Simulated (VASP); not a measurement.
# Zn (Fm-3m) in VASP: notebook

The runs below take Zn through single point, with r2SCAN, revpbe exchange, lda correlation.

All numbers are computed with VASP 6.6.1; they aren't measurements. Logs are shortened: lines on timing, memory, paths and dates and some standing lists are left out, and cuts for length are marked.

## 1. The cell of the first run

The structure is cubic, space group Fm-3m (No. 225). Conventional cell: a = 4.007 Å, b = 4.007 Å, c = 4.007 Å, α = 90.00°, β = 90.00°, γ = 90.00°. Within 3.7 Å of Zn (site symmetry m-3m) lie 12 Zn at 2.83 Å.

This isn't the form of Zn at room conditions, which is hcp.

## 2. Single point, r2SCAN (16.08 Å³/atom)

POSCAR reads:

```
Zn
1.0
    0.0000000000      2.0033108028      2.0033108028
    2.0033108028      0.0000000000      2.0033108028
    2.0033108028      2.0033108028      0.0000000000
Zn
1
Direct
    0.0000000000      0.0000000000      0.0000000000
```

INCAR.step1 reads:

```
PREC = Accurate
ENCUT = 550
ISMEAR = -1
SIGMA = 0.05
LREAL = False
LASPH = True
NELM = 120
NBANDS = 12
GGA = PE
ALGO = Normal
EDIFF = 1E-5
LWAVE = True
LCHARG = False
GGA_COMPAT = False
```

INCAR.step2 reads:

```
PREC = Accurate
ENCUT = 550
EDIFF = 1E-6
ISMEAR = -1
SIGMA = 0.05
LREAL = False
LASPH = True
NELM = 120
ALGO = Normal
ISIF = 2
LWAVE = False
LCHARG = False
METAGGA = R2SCAN
LMIXTAU = True
NBANDS = 12
ISTART = 1
GGA_COMPAT = False
```

KPOINTS reads:

```
Automatic mesh
0
Gamma
  12 12 12
```

Potentials or basis: VASP PAW PBE potentials, release 64 (Zn).

Launch:

```bash
$ cat potpaw_PBE.64/Zn/POTCAR > POTCAR
$ cp INCAR.step1 INCAR
$ mpirun -np 1 vasp_std > vasp.out
$ cp INCAR.step2 INCAR
$ mpirun -np 1 vasp_std > vasp.out
```

OUTCAR:

```text
PREC = Accurate
   ENCUT = 550
   EDIFF = 1E-6
   ISMEAR = -1
   LREAL = False
   LASPH = True
   NELM = 120
   ISIF = 2
   METAGGA = R2SCAN
   ISTART = 1

 ion  position               nearest neighbor table
   1  0.000  0.000  0.000-

  LATTYP: Found a face centered cubic cell.
 ALAT       =     4.0066216056

  Lattice vectors:

 A1 = (   0.0000000000,   2.0033108028,   2.0033108028)
 A2 = (   2.0033108028,   0.0000000000,   2.0033108028)
 A3 = (   2.0033108028,   2.0033108028,   0.0000000000)

Analysis of symmetry for initial positions (statically):
=====================================================================
 Subroutine PRICEL returns:
 Original cell was already a primitive cell.

 Routine SETGRP: Setting up the symmetry group for a
 face centered cubic supercell.

 Subroutine GETGRP returns: Found 48 space group operations
 (whereof 48 operations were pure point group operations)
 out of a pool of 48 trial point group operations.

The static configuration has the point symmetry O_h .

Analysis of symmetry for dynamics (positions and initial velocities):
=====================================================================
 Subroutine PRICEL returns:
 Original cell was already a primitive cell.

 Routine SETGRP: Setting up the symmetry group for a
 face centered cubic supercell.

 Subroutine GETGRP returns: Found 48 space group operations
 (whereof 48 operations were pure point group operations)
 out of a pool of 48 trial point group operations.

The dynamic configuration has the point symmetry O_h .

 Subroutine INISYM returns: Found 48 space group operations
 (whereof 48 operations are pure point group operations),
 and found     1 'primitive' translations

----------------------------------------------------------------------------------------

                                     Primitive cell

  volume of cell :      16.0796

  direct lattice vectors                    reciprocal lattice vectors
     0.000000000  2.003310803  2.003310803    -0.249586834  0.249586834  0.249586834
     2.003310803  0.000000000  2.003310803     0.249586834 -0.249586834  0.249586834
     2.003310803  2.003310803  0.000000000     0.249586834  0.249586834 -0.249586834

  length of vectors
     2.833109307  2.833109307  2.833109307     0.432297077  0.432297077  0.432297077

  position of ions in fractional coordinates (direct lattice)
     0.000000000  0.000000000  0.000000000

  ion indices of the primitive-cell ions
   primitive index   ion index
                 1           1

----------------------------------------------------------------------------------------

 KPOINTS: Automatic mesh

Automatic generation of k-mesh.
 Grid dimensions read from file:
 generate k-points for:   12   12   12

 Generating k-lattice:

  Cartesian coordinates                     Fractional coordinates (reciprocal lattice)
    -0.020798903  0.020798903  0.020798903     0.083333333  0.000000000  0.000000000
     0.020798903 -0.020798903  0.020798903     0.000000000  0.083333333  0.000000000
     0.020798903  0.020798903 -0.020798903     0.000000000  0.000000000  0.083333333

  Length of vectors
     0.036024756  0.036024756  0.036024756

  Shift w.r.t. Gamma in fractional coordinates (k-lattice)
     0.000000000  0.000000000  0.000000000

 Subroutine IBZKPT returns following result:
 ===========================================

 Found     72 irreducible k-points:

 Following reciprocal coordinates:
            Coordinates               Weight
  0.000000  0.000000  0.000000      1.000000
  0.083333  0.000000  0.000000      8.000000
  0.166667  0.000000  0.000000      8.000000
  0.250000  0.000000  0.000000      8.000000
  0.333333  0.000000  0.000000      8.000000
  0.416667  0.000000  0.000000      8.000000
[... 16 lines left out ...]
  0.500000  0.166667  0.000000     24.000000
 -0.416667  0.166667  0.000000     24.000000
 [... further k-points ...]
   k-points           NKPTS =     72   k-points in BZ     NKDIM =     72   number of bands    NBANDS=     12
   number of dos      NEDOS =    301   number of ions     NIONS =      1
   total plane-waves  NPLWV =  13824
   dimension x,y,z NGX =    24 NGY =   24 NGZ =   24
   dimension x,y,z NGXF=    48 NGYF=   48 NGZF=   48
   ions per type =               1
   NGX,Y,Z   is equivalent  to a cutoff of  14.08, 14.08, 14.08 a.u.
   NGXF,Y,Z  is equivalent  to a cutoff of  28.17, 28.17, 28.17 a.u.
 SYSTEM =  unknown system
   PREC   = accura    normal or accurate (medium, high low for compatibility)
   ISTART =      1    job   : 0-new  1-cont  2-samecut
   ICHARG =      0    charge: 1-file 2-atom 10-const
   ISPIN  =      1    spin polarized calculation?
   LNONCOLLINEAR =      F non collinear calculations
   LSORBIT =      F    spin-orbit coupling
   LASPH  =      T    aspherical Exc in radial PAW
   ENCUT  =  550.0 eV  40.42 Ry    6.36 a.u.   5.42  5.42  5.42*2*pi/ulx,y,z
   NELM   =    120;   NELMIN=  2; NELMDL=  0     # of ELM steps
   EDIFF  = 0.1E-05   stopping-criterion for ELM
   LREAL  =      F    real-space projection
   EDIFFG = 0.1E-04   stopping-criterion for IOM
   NSW    =      0    number of steps for IOM
   IBRION =     -1    ionic relax: 0-MD 1-quasi-New 2-CG
   NFREE  =      0    steps in history (QN), initial steepest desc. (CG)
   ISIF   =      2    stress and relaxation
   ISYM   =      2    0-nonsym 1-usesym 2-fastsym
   POTIM  = 0.5000    time-step for ionic-motion
   TEBEG  =    0.0;   TEEND  =   0.0 temperature during run
   PSTRESS=    0.0 pullay stress
   NELECT =      12.0000    total number of electrons
   NUPDOWN=      -1.0000    fix difference up-down
   EMIN   =  10.00;   EMAX   =-10.00  energy-range for DOS
   EFERMI =   0.00;   METHOD = LEGACY
   ISMEAR =    -1;   SIGMA  =   0.05  broadening in eV -4-tet -1-fermi 0-gaus
   EFERMI_NEDOS =   21; number of points for ismear=-14 and -15
   IALGO  =     38    algorithm
   IMIX   =      4    mixing-type and parameters
     AMIX     =   0.40;   BMIX     =  1.00
     AMIX_MAG =   1.60;   BMIX_MAG =  1.00
  volume/ion in A,a.u.               =      16.08       108.51
  Fermi-wavevector in a.u.,A,eV,Ry     =   1.484945  2.806138 30.001669  2.205060
  Thomas-Fermi vector in A             =   2.598418
   LORBIT       =      0    0 simple, 1 ext, 2 COOP (PROOUT), +10 PAW based schemes
   METAGGA = R2SCAN    functional components
   LHFCALC =     F    Hartree Fock is set to
   AEXX    =    0.0000 exact exchange contribution
   IVDW    =     0    specifies the selected vdW correction
   LEPSILON=     F    determine dielectric tensor
   LRPA    =     F    only Hartree local field effects (RPA)
 non-spin polarized calculation
  energy-cutoff  :      550.00
  volume of cell :       16.08
 maximum number of plane-waves:       495
 NGX is ok and might be reduce to    24
   NGX = 11   NGY = 11   NGZ = 11

 number of electron      11.9999989 magnetization

 Free energy of the ion-electron system (eV)
  ---------------------------------------------------
  ext. energy  EPLUGINS =         0.00000000
  ---------------------------------------------------
  free energy    TOTEN  =        -8.81395592 eV

  energy without entropy =       -8.81061995  energy(sigma->0) =       -8.81228793

 E-fermi :   2.5124     XC(G=0): -12.3255

 val. band max:        2.4013422822   @ k =  -0.4167   0.3333   0.0000
 cond. band min:       2.5240914518   @ k =  -0.4167   0.0833   0.0000
 fundamental gap:      0.1227491697
 Fermi energy:         2.5123627405

 k-point     1 :       0.0000    0.0000    0.0000
  band No.  band energies     occupation
      1      -7.8061      2.00000
      2      -5.2427      2.00000
      3      -5.2427      2.00000
      4      -5.2427      2.00000
      5      -4.8979      2.00000
      6      -4.8979      2.00000
      7      21.0725      0.00000
      8      21.0725      0.00000
      9      21.0725      0.00000
     10      21.8220      0.00000
     11      23.6588      0.00000
     12      23.6588      0.00000

 k-point     2 :       0.0833    0.0000    0.0000
  band No.  band energies     occupation
      1      -7.5956      2.00000
      2      -5.2576      2.00000
      3      -5.2214      2.00000
      4      -5.2214      2.00000
      5      -4.9035      2.00000
      6      -4.9035      2.00000
      7      17.9146      0.00000
      8      20.4223      0.00000
      9      20.4223      0.00000
     10      21.5237      0.00000
     11      24.6631      0.00000
     12      24.6631      0.00000

 k-point     3 :       0.1667    0.0000    0.0000
  band No.  band energies     occupation
      1      -6.9918      2.00000
      2      -5.2680      2.00000
      3      -5.1793      2.00000
      4      -5.1792      2.00000
      5      -4.9018      2.00000
      6      -4.9018      2.00000
      7      13.8047      0.00000
      8      19.4730      0.00000
      9      19.4730      0.00000
     10      21.3074      0.00000
     11      26.3361      0.00000
     12      26.3361      0.00000
[... 286 lines left out ...]
 k-point    23 :       0.5000    0.1667    0.0000
  band No.  band energies     occupation
      1      -5.7174      2.00000
      2      -5.3187      2.00000
      3      -5.1013      2.00000
      4      -4.9698      2.00000
      5      -4.6294      2.00000
      6      -0.4801      2.00000
      7       3.0305      0.00006
      8      12.9555      0.00000
      9      15.0134      0.00000
     10      17.5951      0.00000
     11      25.9871      0.00000
     12      26.9238      0.00000

 k-point    24 :      -0.4167    0.1667    0.0000
  band No.  band energies     occupation
      1      -5.7035      2.00000
      2      -5.3219      2.00000
      3      -5.1165      2.00000
      4      -4.9191      2.00000
      5      -4.6777      2.00000
      6       0.2705      2.00000
      7       2.1549      1.99843
      8      12.0581      0.00000
      9      15.8164      0.00000
     10      18.1846      0.00000
     11      25.1455      0.00000
     12      26.3180      0.00000

 [... further k-points ...]
[... 5 lines left out ...]
  --------------------------------------------------------------------------------------
  -------------------------------------------------------------------------------------
  Total       -0.7331116     -0.7331116     -0.7331116     -0.0000000      0.0000000     -0.0000000
  in kB      -73.0475537    -73.0475537    -73.0475537     -0.0000000      0.0000000     -0.0000000
  external PRESSURE =     -73.0475537 kB  Pullay stress =       0.0000000 kB

 VOLUME and BASIS-vectors are now :
 -----------------------------------------------------------------------------
  energy-cutoff  :      550.00
  volume of cell :       16.08
      direct lattice vectors                 reciprocal lattice vectors
     0.000000000  2.003310803  2.003310803    -0.249586834  0.249586834  0.249586834
     2.003310803  0.000000000  2.003310803     0.249586834 -0.249586834  0.249586834
     2.003310803  2.003310803  0.000000000     0.249586834  0.249586834 -0.249586834

 POSITION                                       TOTAL-FORCE (eV/Angst)
 -----------------------------------------------------------------------------------
      0.00000      0.00000      0.00000        -0.000000      0.000000     -0.000000
 -----------------------------------------------------------------------------------
    total drift:                                0.000000      0.000000      0.000000

  FREE ENERGIE OF THE ION-ELECTRON SYSTEM (eV)
  ---------------------------------------------------
  free  energy   TOTEN  =        -8.8139559210 eV

  energy  without entropy=       -8.8106199462  energy(sigma->0) =       -8.81228793
```

Run time: 26 s. Hardware: 1 thread of Intel Xeon Platinum 8488C (Sapphire Rapids), shared host; peak memory 0.15 GiB.

What came out:

```
Free energy            : -8.8140 eV
Pressure               : -7.3 GPa
Band gap on the k mesh : zero (bands 6 and 7 overlap by 3.72 eV)
```

Levels at points of the mesh, in eV from the Fermi level:
```
           k point  band 3  band 4  band 5  band 6  band 7  band 8  band 9  band 10
(0.00, 0.00, 0.00)   -7.76   -7.76   -7.41   -7.41   18.56   18.56   18.56    19.31
(0.50, 0.00, 0.00)   -7.76   -7.15   -7.15   -2.79   -1.41   15.51   15.51    18.00
(0.50, 0.50, 0.00)   -7.17   -7.08   -7.08   -0.92    1.77    8.68    8.68    12.03
```

Caveat: the cell stands under tension; the PAW data sets were made with another functional, which shifts forces and pressure a little.

## 3. Single point, revpbe exchange, lda correlation, collinear spin

This run uses another cell than the first one, of 15.17 Å³/atom.

INCAR reads:

```
SYSTEM = Zn
ALGO     = Normal         ! electronic algorithm
EDIFF    = 1E-6           ! SCF threshold, eV
ENCUT    = 500            ! plane-wave cutoff, eV
GGA      = LIBXC          ! functional
GGA_COMPAT= .False.      
ISIF     = 2              ! what is computed and relaxed
ISMEAR   = 1              ! smearing method
ISPIN    = 2              ! spin polarisation
LASPH    = .True.         ! aspherical terms in the spheres
LCHARG   = .False.        ! write CHGCAR
LIBXC1   = GGA_X_PBE_R  
LIBXC2   = LDA_C_PW     
LORBIT   = 11             ! projections on sites
LREAL    = .False.        ! projectors in reciprocal space
LWAVE    = .False.        ! write WAVECAR
MAGMOM   = 0.5            ! initial moments
NBANDS   = 16             ! bands
NELM     = 200            ! most SCF steps
PREC     = Accurate       ! precision mode
SIGMA    = 0.1            ! smearing width, eV
```

KPOINTS reads:

```
k-points
0
Gamma
  12 12 12
  0 0 0
```

POSCAR reads:

```
Zn
1.0
    0.0000000000      1.9647760000      1.9647760000
    1.9647760000      0.0000000000      1.9647760000
    1.9647760000      1.9647760000      0.0000000000
Zn
1
Direct
    0.0000000000      0.0000000000      0.0000000000
```

Potentials or basis: VASP PAW PBE potentials, release 64 (Zn).

Launch:

```bash
$ cat potpaw_PBE.64/Zn/POTCAR > POTCAR
$ mpirun -np 1 vasp_std > vasp.out
```

Wall time 44 s (1 thread of AMD EPYC 7R43 (Zen 3), shared host); peak memory 0.11 GiB.

It converged, with:

* Free energy: 0.3157 eV
* Pressure: 11.9 GPa
* Band gap on the k mesh: zero (filled and empty bands overlap)
* Net moment: 0.00 μB per cell
* Valence electrons inside the program's atomic spheres: Zn 10.79

Levels at points of the mesh, in eV from the Fermi level:
Spin up:
| k point | band 2 | band 3 | band 4 | band 5 | band 6 | band 7 | band 8 | band 9 | band 10 | band 11 |
| --- | --- | --- | --- | --- | --- | --- | --- | --- | --- | --- |
| (0.00, 0.00, 0.00) | -7.90 | -7.90 | -7.90 | -7.53 | -7.53 | 18.16 | 18.16 | 18.16 | 19.18 | 21.17 |
| (0.50, 0.00, 0.00) | -7.90 | -7.90 | -7.25 | -7.25 | -2.72 | -1.47 | 15.12 | 15.12 | 17.85 | 19.14 |
| (0.50, 0.50, 0.00) | -8.48 | -7.26 | -7.18 | -7.18 | -0.89 | 1.68 | 8.44 | 8.44 | 12.26 | 13.39 |
Spin down:
| k point | band 3 | band 4 | band 5 | band 6 | band 7 | band 8 | band 9 | band 10 |
| --- | --- | --- | --- | --- | --- | --- | --- | --- |
| (0.00, 0.00, 0.00) | -7.90 | -7.90 | -7.53 | -7.53 | 18.16 | 18.16 | 18.16 | 19.18 |
| (0.50, 0.00, 0.00) | -7.90 | -7.25 | -7.25 | -2.72 | -1.47 | 15.12 | 15.12 | 17.85 |
| (0.50, 0.50, 0.00) | -7.26 | -7.17 | -7.17 | -0.89 | 1.68 | 8.44 | 8.44 | 12.26 |

Caveat: the cell stands under pressure; the PAW data sets were made with another functional, which shifts forces and pressure a little.
